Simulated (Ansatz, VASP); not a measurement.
# SnSe: VASP beside Ansatz

```
Sn Se
1.0
     0.00000    2.99993    2.99993
     2.99993    0.00000    2.99993
     2.99993    2.99993    0.00000
Sn Se
1 1
Direct
  0.00000 0.00000 0.00000
  0.50000 0.50000 0.50000
```

Change from the starting cell: volume scaled by 0.99, crystal datasets.

Alike in both runs: task electric field gradients; functional PBEsol; k mesh 7 × 7 × 7; occupations fermi-dirac, width 0.01 eV; no spin polarisation.

```csv
,VASP,Ansatz
version,VASP 6.6.1,Ansatz 0.2.0
potentials or method,"VASP PAW PBE potentials, release 64 (Sn_d, Se), cutoff 520 eV","all-electron PAW with datasets made for the crystal, scalar-relativistic"
```

```tsv
	VASP	Ansatz	Ansatz less VASP
pressure (GPa)	-1.4	-1.4	-0.02
```

VASP's potentials were made for PBE, not for PBEsol. Ansatz ran all-electron here, and VASP with PAW potentials.
